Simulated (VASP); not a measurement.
Wanted: the native input for a VASP 6.6.1 run.

```
Task                   : single point
Functional             : PBEsol
Potentials or basis    : VASP PAW PBE potentials, release 64 (Bi_d, Te)
Cutoff                 : 520 eV
k mesh                 : 12 × 12 × 12
Occupations            : gaussian, width 0.01 eV
Spin                   : no spin polarisation
Dipole correction      : no
Further INCAR settings : ALGO = Normal; EDIFF = 1e-06; NBANDS = 32
```

The structure of Bi2Te3 lies in POSCAR:

```
Bi2Te3
1.0
    2.1904194082      1.2646392349     10.1077649148
   -2.1904194082      1.2646392349     10.1077649148
    0.0000000000     -2.5292784699     10.1077649148
Bi Te
2 3
Direct
    0.3998250521      0.3998250521      0.3998250521
    0.6001749479      0.6001749479      0.6001749479
    0.0000000000      0.0000000000      0.0000000000
    0.2100063448      0.2100063448      0.2100063448
    0.7899936552      0.7899936552      0.7899936552
```

One way to write it, as run:

INCAR

```
  PREC = Accurate
  ENCUT = 520
  EDIFF = 1E-6
  ISMEAR = 0
  SIGMA = 0.01
  LREAL = F
  LASPH = T
  NELM = 60
  ALGO = Normal
  ISIF = 2
  LWAVE = F
  LCHARG = F
  GGA = PS
  NBANDS = 32
```

KPOINTS

```
regular mesh
0
Gamma
  12 12 12
```

Potentials or basis: VASP PAW PBE potentials, release 64 (Bi_d, Te).

Run with:

```sh
$ cat potpaw_PBE.64/Bi_d/POTCAR potpaw_PBE.64/Te/POTCAR > POTCAR
$ mpirun -np 1 vasp_std > vasp.out
```

Results of the run:

| Quantity | Value |
| --- | --- |
| Pressure | 0.0 GPa |
| Largest force | 0.016 eV/Å |
| Band gap on the k mesh | 0.20 eV |

Caveat: the PAW data sets were made with another functional, which shifts forces and pressure a little; spin-orbit coupling is left out, which moves the levels of the heavy elements.

Wall time 110 min on 1 thread of Oxide Virtual Turin-like Processor (shared host), peak memory 1.5 GiB.
